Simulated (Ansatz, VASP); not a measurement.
One calculation of Na, two programs

```
Na
1.0
     0.00000    3.79485    3.79485
     3.79485    0.00000    3.79485
     3.79485    3.79485    0.00000
Na
2
Direct
  0.12500 0.12500 0.12500
  0.87500 0.87500 0.87500
```

Alike in both runs: task single point; functional BLYP; k mesh 8 × 8 × 8; occupations fermi-dirac, width 0.1 eV; no spin polarisation.

|  | VASP | Ansatz |
| --- | --- | --- |
| version | VASP 6.6.1 | Ansatz 0.2.0 |
| potentials or method | VASP PAW PBE potentials, release 64 (Na_pv), cutoff 520 eV | plane waves (420 eV) with PAW, scalar-relativistic |
| valence electrons in the cell | 14 | 18 |

|  | VASP | Ansatz | Ansatz less VASP |
| --- | --- | --- | --- |
| pressure (GPa) | 0.4 | 0.4 | +0.01 |

VASP's potentials were made for PBE, not for BLYP. VASP's potentials hold 14 valence electrons a cell and Ansatz's 18, so a difference there can come from the potentials and not from the codes.
